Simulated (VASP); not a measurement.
Ti8O17 (a cell with a defect), 25 atoms in the cell. The cell holds a defect, 25 atoms: a = 6.567 Å, b = 6.567 Å, c = 5.927 Å, α = 90.00°, β = 90.00°, γ = 90.00°. 

- Program: VASP 6.6.1
- Task: single point
- Functional: LDA
- Potentials or basis: VASP PAW LDA potentials, release 64 (Ti_sv, O)
- Cutoff: 520 eV
- k mesh: 1 × 1 × 1, shifted
- Occupations: fermi-dirac, width 0.01 eV
- Spin: no spin polarisation
- Dipole correction: no
- Further INCAR settings: ALGO = Normal; EDIFF = 1e-06; NBANDS = 117

Potentials or basis: VASP PAW LDA potentials, release 64 (Ti_sv, O).

Command:

```sh
$ cat potpaw_LDA.64/Ti_sv/POTCAR potpaw_LDA.64/O/POTCAR > POTCAR
$ mpirun -np 1 vasp_std > vasp.out
```

Hardware: 1 thread of Intel Xeon 8259CL, on a shared host.

Question: Estimate the wall time of this run.

Answer: Wall time 6.2 min on 1 thread of Intel Xeon 8259CL, on a shared host, peak memory 0.31 GiB. Counts: scf iterations 18, k points 4.
